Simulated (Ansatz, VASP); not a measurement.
**BN in VASP and in Ansatz**

```
N B
1.0
     2.54105    0.00000    0.00000
    -1.26312    2.20487    0.00000
    -0.63896   -1.10243    3.06231
N B
1 1
Direct
  0.66851 0.33238 0.98500
  0.97964 0.98350 0.00181
```

Change from the starting cell: volume scaled by 1.04.

Alike in both runs: task single point; functional PBEsol; k mesh 13 × 13 × 9; occupations fermi-dirac, width 0.05 eV; no spin polarisation.

|  | VASP | Ansatz |
| --- | --- | --- |
| version | VASP 6.6.1 | Ansatz 0.2.0 |
| potentials or method | VASP PAW PBE potentials, release 64 (N, B), cutoff 520 eV | all-electron LAPW, scalar-relativistic |

Ansatz gave:

```
gap on the k mesh at the Fermi level (eV)                     : 2.73
least direct gap on the mesh (eV)                             : 4.38
pressure (GPa)                                                : -8.3
traceless stress, the component that is largest in VASP (GPa) : 12.41
rms of the force components (eV/Å)                            : 1.446
```

Question: What did VASP give for the same quantities?

Answer: gap on the k mesh at the Fermi level (eV): 2.72; least direct gap on the mesh (eV): 4.38; pressure (GPa): -8.0; traceless stress, the component that is largest in VASP (GPa): 11.96; rms of the force components (eV/Å): 1.447.

VASP's potentials were made for PBE, not for PBEsol. Atom by atom the forces differ by 0.001 eV/Å (rms over components). Ansatz ran all-electron here, and VASP with PAW potentials.
